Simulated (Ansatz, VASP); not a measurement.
# Two plane-wave programs on WS2

```
W S
1.0
     3.18352    0.00000    0.00000
    -1.59176    2.75701    0.00000
     0.00000    0.00000   16.95058
W S
1 2
Cartesian
  0.0000 0.0000 0.0000
  0.0000 1.8380 1.5595
  0.0000 1.8380 15.3911
```

Alike in both runs: task relaxation of cell and atoms; functional PBE; dispersion D3(BJ); k mesh 10 × 10 × 2; occupations fermi-dirac, width 0.05 eV; no spin polarisation.

|  | VASP | Ansatz |
| --- | --- | --- |
| version | VASP 6.6.1 | Ansatz 0.2.0 |
| potentials or method | VASP PAW PBE potentials, release 64 (W_sv, S) | Ansatz PAW |
| plane-wave cutoff (eV) | 600 | 420 |
| valence electrons in the cell | 26 | 26 |

Ansatz gave:

| Item | Value |
| --- | --- |
| gap on the k mesh at the Fermi level, each at its own relaxed structure (eV) | 2.21 |
| relaxed volume (Å³/atom) | 48.82 |
| relaxed cell length with the largest relative difference (Å) | 16.940 |

Question: Estimate VASP's values.

Answer: gap on the k mesh at the Fermi level, each at its own relaxed structure (eV): 2.22; relaxed volume (Å³/atom): 49.18; relaxed cell length with the largest relative difference (Å): 17.059.

Neither program's run includes spin-orbit coupling. Noted on Ansatz's run: the plane-wave basis is chosen anew once the cell has moved, so the energies of steps on either side of that aren't comparable.
